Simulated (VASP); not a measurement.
# Pt (Im-3m) in VASP: notebook

Pt is run at these levels: r2SCAN; tasks: single point.

Everything below comes from runs of VASP 6.6.1. Logs are shortened: lines on timing, memory, paths and dates and some standing lists are left out, and cuts for length are marked.

### 1 The cell of the first run

Symmetry: Im-3m, No. 229, cubic system. Conventional cell: a = 3.072 Å, b = 3.072 Å, c = 3.072 Å, α = 90.00°, β = 90.00°, γ = 90.00°. Within 3.5 Å of Pt (site symmetry m-3m) lie 14 Pt at 2.66 to 3.07 Å.

This isn't the form of Pt at room conditions, which is fcc.

### 2 Single point, r2SCAN

Input file POSCAR:

```
Pt
1.0
   -1.5358858141      1.5358858141      1.5358858141
    1.5358858141     -1.5358858141      1.5358858141
    1.5358858141      1.5358858141     -1.5358858141
Pt
1
Direct
    0.0000000000      0.0000000000      0.0000000000
```

Input file INCAR.step1:

```
  ALGO = Normal
  EDIFF = 1E-5
  ENCUT = 550
  GGA = PE
  GGA_COMPAT = False
  ISMEAR = 1
  LASPH = True
  LCHARG = False
  LREAL = False
  LWAVE = True
  NBANDS = 11
  NELM = 120
  PREC = Accurate
  SIGMA = 0.05
```

Input file INCAR.step2:

```
  ALGO = Normal
  EDIFF = 1E-6
  ENCUT = 550
  GGA_COMPAT = False
  ISIF = 2
  ISMEAR = 1
  ISTART = 1
  LASPH = True
  LCHARG = False
  LMIXTAU = True
  LREAL = False
  LWAVE = False
  METAGGA = R2SCAN
  NBANDS = 11
  NELM = 120
  PREC = Accurate
  SIGMA = 0.05
```

Input file KPOINTS:

```
k-points
0
Gamma
  15 15 15
```

Potentials or basis: VASP PAW PBE potentials, release 64 (Pt).

The run is started by

```
cat potpaw_PBE.64/Pt/POTCAR > POTCAR
cp INCAR.step1 INCAR
mpirun -np 1 vasp_std > vasp.out
cp INCAR.step2 INCAR
mpirun -np 1 vasp_std > vasp.out
```

OUTCAR:

```text
EDIFF = 1E-6
   ENCUT = 550
   ISIF = 2
   ISMEAR = 1
   ISTART = 1
   LASPH = True
   LREAL = False
   METAGGA = R2SCAN
   NELM = 120
   PREC = Accurate

 ion  position               nearest neighbor table
   1  0.000  0.000  0.000-

  LATTYP: Found a body centered cubic cell.
 ALAT       =     3.0717716282

  Lattice vectors:

 A1 = (  -1.5358858141,   1.5358858141,   1.5358858141)
 A2 = (   1.5358858141,  -1.5358858141,   1.5358858141)
 A3 = (   1.5358858141,   1.5358858141,  -1.5358858141)

Analysis of symmetry for initial positions (statically):
=====================================================================
 Subroutine PRICEL returns:
 Original cell was already a primitive cell.

 Routine SETGRP: Setting up the symmetry group for a
 body centered cubic supercell.

 Subroutine GETGRP returns: Found 48 space group operations
 (whereof 48 operations were pure point group operations)
 out of a pool of 48 trial point group operations.

The static configuration has the point symmetry O_h .

Analysis of symmetry for dynamics (positions and initial velocities):
=====================================================================
 Subroutine PRICEL returns:
 Original cell was already a primitive cell.

 Routine SETGRP: Setting up the symmetry group for a
 body centered cubic supercell.

 Subroutine GETGRP returns: Found 48 space group operations
 (whereof 48 operations were pure point group operations)
 out of a pool of 48 trial point group operations.

The dynamic configuration has the point symmetry O_h .

 Subroutine INISYM returns: Found 48 space group operations
 (whereof 48 operations are pure point group operations),
 and found     1 'primitive' translations

----------------------------------------------------------------------------------------

                                     Primitive cell

  volume of cell :      14.4923

  direct lattice vectors                    reciprocal lattice vectors
    -1.535885814  1.535885814  1.535885814     0.000000000  0.325545034  0.325545034
     1.535885814 -1.535885814  1.535885814     0.325545034  0.000000000  0.325545034
     1.535885814  1.535885814 -1.535885814     0.325545034  0.325545034  0.000000000

  length of vectors
     2.660232265  2.660232265  2.660232265     0.460390203  0.460390203  0.460390203

  position of ions in fractional coordinates (direct lattice)
     0.000000000  0.000000000  0.000000000

  ion indices of the primitive-cell ions
   primitive index   ion index
                 1           1

----------------------------------------------------------------------------------------

 KPOINTS: k-points

Automatic generation of k-mesh.
 Grid dimensions read from file:
 generate k-points for:   15   15   15

 Generating k-lattice:

  Cartesian coordinates                     Fractional coordinates (reciprocal lattice)
     0.000000000  0.021703002  0.021703002     0.066666667  0.000000000  0.000000000
     0.021703002  0.000000000  0.021703002     0.000000000  0.066666667  0.000000000
     0.021703002  0.021703002  0.000000000     0.000000000  0.000000000  0.066666667

  Length of vectors
     0.030692680  0.030692680  0.030692680

  Shift w.r.t. Gamma in fractional coordinates (k-lattice)
     0.000000000  0.000000000  0.000000000

 Subroutine IBZKPT returns following result:
 ===========================================

 Found    120 irreducible k-points:

 Following reciprocal coordinates:
            Coordinates               Weight
  0.000000  0.000000  0.000000      1.000000
  0.066667  0.000000  0.000000     12.000000
  0.133333  0.000000  0.000000     12.000000
  0.200000  0.000000  0.000000     12.000000
  0.266667  0.000000  0.000000     12.000000
  0.333333  0.000000  0.000000     12.000000
[... 16 lines left out ...]
  0.333333  0.200000  0.000000     48.000000
  0.400000  0.200000 -0.000000     24.000000
 [... further k-points ...]
   k-points           NKPTS =    120   k-points in BZ     NKDIM =    120   number of bands    NBANDS=     11
   number of dos      NEDOS =    301   number of ions     NIONS =      1
   total plane-waves  NPLWV =   8000
   dimension x,y,z NGX =    20 NGY =   20 NGZ =   20
   dimension x,y,z NGXF=    40 NGYF=   40 NGZF=   40
   ions per type =               1
   NGX,Y,Z   is equivalent  to a cutoff of  12.50, 12.50, 12.50 a.u.
   NGXF,Y,Z  is equivalent  to a cutoff of  25.00, 25.00, 25.00 a.u.
 SYSTEM =  unknown system
   PREC   = accura    normal or accurate (medium, high low for compatibility)
   ISTART =      1    job   : 0-new  1-cont  2-samecut
   ICHARG =      0    charge: 1-file 2-atom 10-const
   ISPIN  =      1    spin polarized calculation?
   LNONCOLLINEAR =      F non collinear calculations
   LSORBIT =      F    spin-orbit coupling
   LASPH  =      T    aspherical Exc in radial PAW
   ENCUT  =  550.0 eV  40.42 Ry    6.36 a.u.   5.09  5.09  5.09*2*pi/ulx,y,z
   NELM   =    120;   NELMIN=  2; NELMDL=  0     # of ELM steps
   EDIFF  = 0.1E-05   stopping-criterion for ELM
   LREAL  =      F    real-space projection
[... 7 lines left out ...]
   TEBEG  =    0.0;   TEEND  =   0.0 temperature during run
   PSTRESS=    0.0 pullay stress
   NELECT =      10.0000    total number of electrons
   NUPDOWN=      -1.0000    fix difference up-down
   EMIN   =  10.00;   EMAX   =-10.00  energy-range for DOS
   EFERMI =   0.00;   METHOD = LEGACY
   ISMEAR =     1;   SIGMA  =   0.05  broadening in eV -4-tet -1-fermi 0-gaus
   EFERMI_NEDOS =   21; number of points for ismear=-14 and -15
   IALGO  =     38    algorithm
   IMIX   =      4    mixing-type and parameters
     AMIX     =   0.40;   BMIX     =  1.00
     AMIX_MAG =   1.60;   BMIX_MAG =  1.00
  volume/ion in A,a.u.               =      14.49        97.80
  Fermi-wavevector in a.u.,A,eV,Ry     =   1.446647  2.733766 28.474103  2.092788
  Thomas-Fermi vector in A             =   2.564692
   LORBIT       =      0    0 simple, 1 ext, 2 COOP (PROOUT), +10 PAW based schemes
   METAGGA = R2SCAN    functional components
   LHFCALC =     F    Hartree Fock is set to
   AEXX    =    0.0000 exact exchange contribution
   IVDW    =     0    specifies the selected vdW correction
   LEPSILON=     F    determine dielectric tensor
   LRPA    =     F    only Hartree local field effects (RPA)
 non-spin polarized calculation
 Methfessel and Paxton  Order N= 1 SIGMA  =   0.05
  energy-cutoff  :      550.00
  volume of cell :       14.49
 maximum number of plane-waves:       437
   NGX = 11   NGY = 11   NGZ = 11

 number of electron      10.0000003 magnetization

 Free energy of the ion-electron system (eV)
  ---------------------------------------------------
  ext. energy  EPLUGINS =         0.00000000
  ---------------------------------------------------
  free energy    TOTEN  =       -51.35611997 eV

  energy without entropy =      -51.35595683  energy(sigma->0) =      -51.35606559

 E-fermi :  11.5500     XC(G=0): -14.8960

 val. band max:       11.5272914643   @ k =  -0.2667   0.3333   0.1333
 cond. band min:      11.5630347897   @ k =  -0.4000   0.4000   0.3333
 fundamental gap:      0.0357433254
 Fermi energy:        11.5500313960

 k-point     1 :       0.0000    0.0000    0.0000
  band No.  band energies     occupation
      1       0.8636      2.00000
      2       7.4385      2.00000
      3       7.4385      2.00000
      4       7.4385      2.00000
      5      10.2832      2.00000
      6      10.2832      2.00000
      7      29.6010      0.00000
      8      29.6010      0.00000
      9      29.6010      0.00000
     10      41.1846      0.00000
     11      41.1846      0.00000

 k-point     2 :       0.0667    0.0000    0.0000
  band No.  band energies     occupation
      1       1.0688      2.00000
      2       7.3535      2.00000
      3       7.4377      2.00000
      4       7.6094      2.00000
      5      10.1723      2.00000
      6      10.2885      2.00000
      7      29.7078      0.00000
      8      29.8155      0.00000
      9      29.9105      0.00000
     10      38.8264      0.00000
     11      39.5695      0.00000

 k-point     3 :       0.1333    0.0000    0.0000
  band No.  band energies     occupation
      1       1.6559      2.00000
      2       7.1206      2.00000
      3       7.4186      2.00000
      4       8.1113      2.00000
      5       9.9373      2.00000
      6      10.3085      2.00000
      7      29.8423      0.00000
      8      30.1043      0.00000
      9      30.8081      0.00000
     10      36.8263      0.00000
     11      37.2972      0.00000

 k-point     4 :       0.2000    0.0000    0.0000
  band No.  band energies     occupation
      1       2.5158      2.00000
      2       6.7952      2.00000
      3       7.3931      2.00000
      4       8.9089      2.00000
      5       9.7828      2.00000
      6      10.3524      2.00000
      7      29.3050      0.00000
      8      29.4634      0.00000
      9      32.2084      0.00000
     10      36.1335      0.00000
     11      36.1641      0.00000

 k-point     5 :       0.2667    0.0000    0.0000
  band No.  band energies     occupation
      1       3.3804      2.00000
      2       6.4441      2.00000
      3       7.5902      2.00000
      4       9.8218      2.00000
      5       9.9343      2.00000
      6      10.4250      2.00000
      7      26.9494      0.00000
      8      28.3958      0.00000
      9      33.9810      0.00000
     10      34.9449      0.00000
     11      36.5382      0.00000

 k-point     6 :       0.3333    0.0000    0.0000
  band No.  band energies     occupation
      1       3.8594      2.00000
      2       6.1279      2.00000
      3       8.4173      2.00000
      4      10.0195      2.00000
      5      10.5186      2.00000
      6      11.0681      2.00000
      7      24.0414      0.00000
      8      27.1747      0.00000
      9      32.3772      0.00000
     10      35.9381      0.00000
     11      37.3620      0.00000

 k-point     7 :       0.4000    0.0000    0.0000
  band No.  band energies     occupation
      1       3.9332      2.00000
      2       5.8926      2.00000
      3       9.6443      2.00000
      4      10.4572      2.00000
      5      10.6096      2.00000
      6      12.1093     -0.00000
      7      21.2677      0.00000
      8      26.2106      0.00000
      9      30.3198      0.00000
     10      37.6864      0.00000
     11      37.7775      0.00000

 k-point     8 :       0.4667    0.0000    0.0000
  band No.  band energies     occupation
      1       3.8900      2.00000
      2       5.7677      2.00000
      3      10.0800      2.00000
      4      10.6668      2.00000
      5      11.5058      2.01735
      6      12.7643      0.00000
      7      19.2957      0.00000
      8      25.6900      0.00000
      9      29.1426      0.00000
     10      37.3737      0.00000
     11      38.9891      0.00000
[... 141 lines left out ...]
 k-point    19 :       0.3333    0.1333    0.0000
  band No.  band energies     occupation
      1       4.4464      2.00000
      2       6.0390      2.00000
      3       8.4477      2.00000
      4      10.0135      2.00000
      5      10.8852      2.00000
      6      13.6212      0.00000
      7      21.1265      0.00000
      8      26.1783      0.00000
      9      28.8615      0.00000
     10      35.9160      0.00000
     11      38.3870      0.00000

 k-point    20 :       0.4000    0.1333    0.0000
  band No.  band energies     occupation
      1       4.3893      2.00000
      2       5.9324      2.00000
      3       9.1092      2.00000
      4      10.0540      2.00000
      5      11.2580      2.00000
      6      14.8685      0.00000
      7      19.0374      0.00000
      8      25.5893      0.00000
      9      28.1258      0.00000
     10      36.8731      0.00000
     11      37.8071      0.00000

 k-point    21 :       0.2000    0.2000    0.0000
  band No.  band energies     occupation
      1       4.5950      2.00000
      2       6.4782      2.00000
      3       6.8759      2.00000
      4       9.6521      2.00000
      5      10.6983      2.00000
      6      12.2609     -0.00000
      7      24.6077      0.00000
      8      27.0687      0.00000
      9      30.1274      0.00000
     10      33.4839      0.00000
     11      38.6794      0.00000

 k-point    22 :       0.2667    0.2000   -0.0000
  band No.  band energies     occupation
      1       4.8891      2.00000
      2       6.2785      2.00000
      3       7.4101      2.00000
      4       9.8536      2.00000
      5      10.7804      2.00000
      6      13.8886      0.00000
      7      22.1396      0.00000
      8      25.6562      0.00000
      9      29.2342      0.00000
     10      34.4192      0.00000
     11      38.5492      0.00000

 k-point    23 :       0.3333    0.2000    0.0000
  band No.  band energies     occupation
      1       4.8846      2.00000
      2       6.1585      2.00000
      3       8.0421      2.00000
      4      10.0495      2.00000
      5      10.9635      2.00000
      6      15.5534      0.00000
      7      19.7973      0.00000
      8      24.5591      0.00000
      9      28.6918      0.00000
     10      35.5015      0.00000
     11      37.6455      0.00000

 k-point    24 :       0.4000    0.2000   -0.0000
  band No.  band energies     occupation
      1       4.8547      2.00000
      2       6.1221      2.00000
      3       8.2956      2.00000
      4      10.0949      2.00000
      5      11.1313      2.00000
      6      16.7377      0.00000
      7      18.3504      0.00000
      8      24.1163      0.00000
      9      28.5075      0.00000
     10      36.5357      0.00000
     11      36.6192      0.00000

 [... further k-points ...]
[... 5 lines left out ...]
  --------------------------------------------------------------------------------------
  -------------------------------------------------------------------------------------
  Total        1.8985298      1.8985298      1.8985298      0.0000000      0.0000000     -0.0000000
  in kB      209.8897508    209.8897508    209.8897508      0.0000000      0.0000000     -0.0000000
  external PRESSURE =     209.8897508 kB  Pullay stress =       0.0000000 kB

 VOLUME and BASIS-vectors are now :
 -----------------------------------------------------------------------------
  energy-cutoff  :      550.00
  volume of cell :       14.49
      direct lattice vectors                 reciprocal lattice vectors
    -1.535885814  1.535885814  1.535885814     0.000000000  0.325545034  0.325545034
     1.535885814 -1.535885814  1.535885814     0.325545034  0.000000000  0.325545034
     1.535885814  1.535885814 -1.535885814     0.325545034  0.325545034  0.000000000

 POSITION                                       TOTAL-FORCE (eV/Angst)
 -----------------------------------------------------------------------------------
      0.00000      0.00000      0.00000        -0.000000      0.000000      0.000000
 -----------------------------------------------------------------------------------
    total drift:                                0.000000      0.000000      0.000000

  FREE ENERGIE OF THE ION-ELECTRON SYSTEM (eV)
  ---------------------------------------------------
  free  energy   TOTEN  =       -51.3561199676 eV

  energy  without entropy=      -51.3559568289  energy(sigma->0) =      -51.35606559
```

It took 49 s on 1 thread of Intel Xeon Platinum 8259CL at 2.50GHz (Skylake/Cascade Lake), shared host; peak memory 0.14 GiB.

Results:

- Free energy: -51.3561 eV
- Pressure: 21.0 GPa
- Band gap on the k mesh: zero (bands 5 and 6 overlap by 2.60 eV)

Caveat: the cell stands under pressure; the PAW data sets were made with another functional, which shifts forces and pressure a little; spin-orbit coupling is left out, which moves the levels of the heavy elements.

(Continued in part 2 of 2.)

The gap in the log of VASP goes by the Fermi energy; the results here count the filled bands.